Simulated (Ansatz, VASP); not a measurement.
# One calculation of Ba, two programs

```
Ba
1.0
    -2.52541    2.52541    2.52541
     2.52541   -2.52541    2.52541
     2.52541    2.52541   -2.52541
Ba
1
Direct
  0.00000 0.00000 0.00000
```

Alike in both runs: task single point; functional revPBE; k mesh 14 × 14 × 14; occupations fermi-dirac, width 0.1 eV; no spin polarisation.

|  | VASP | Ansatz |
| --- | --- | --- |
| version | VASP 6.6.1 | Ansatz 0.2.0 |
| potentials or method | VASP PAW PBE potentials, release 64 (Ba_sv), cutoff 520 eV | plane waves (420 eV) with PAW, scalar-relativistic |
| valence electrons in the cell | 10 | 10 |

```tsv
	VASP	Ansatz	Ansatz less VASP
pressure (GPa)	0.4	0.4	-0.05
```

VASP's potentials were made for PBE, not for revPBE.

Neither program's run includes spin-orbit coupling.
